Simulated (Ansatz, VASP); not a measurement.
Ir in VASP and in Ansatz

```
CELL_PARAMETERS angstrom
0.00000 2.04457 1.84461
2.04457 0.00000 1.84461
2.04457 2.04457 0.00000
ATOMIC_POSITIONS crystal
Ir 0.00000 0.00000 0.00000
```

Alike in both runs: task single point; functional PBE; k mesh 22 × 22 × 22; occupations gaussian, width 0.15 eV; no spin polarisation.

|  | VASP | Ansatz |
| --- | --- | --- |
| version | VASP 6.6.1 | Ansatz 0.2.0 |
| potentials or method | VASP PAW PBE potentials, release 64 (Ir), cutoff 520 eV | scalar-relativistic, plane waves, PAW |
| valence electrons in the cell | 9 | 17 |

Ansatz gave:

| Quantity | Value |
| --- | --- |
| gap on the k mesh at the Fermi level (eV) | none |
| pressure (GPa) | -16.4 |
| traceless stress, the component that is largest in VASP (GPa) | 18.23 |

Problem. What did VASP give for the same quantities?

Solution. gap on the k mesh at the Fermi level (eV): none; pressure (GPa): -16.0; traceless stress, the component that is largest in VASP (GPa): 18.08.

A gap of «none» marks a metal or a gap that the smearing closes. VASP's potentials hold 9 valence electrons a cell and Ansatz's 17, so a difference there can come from the potentials and not from the codes.

Spin-orbit coupling is off throughout.
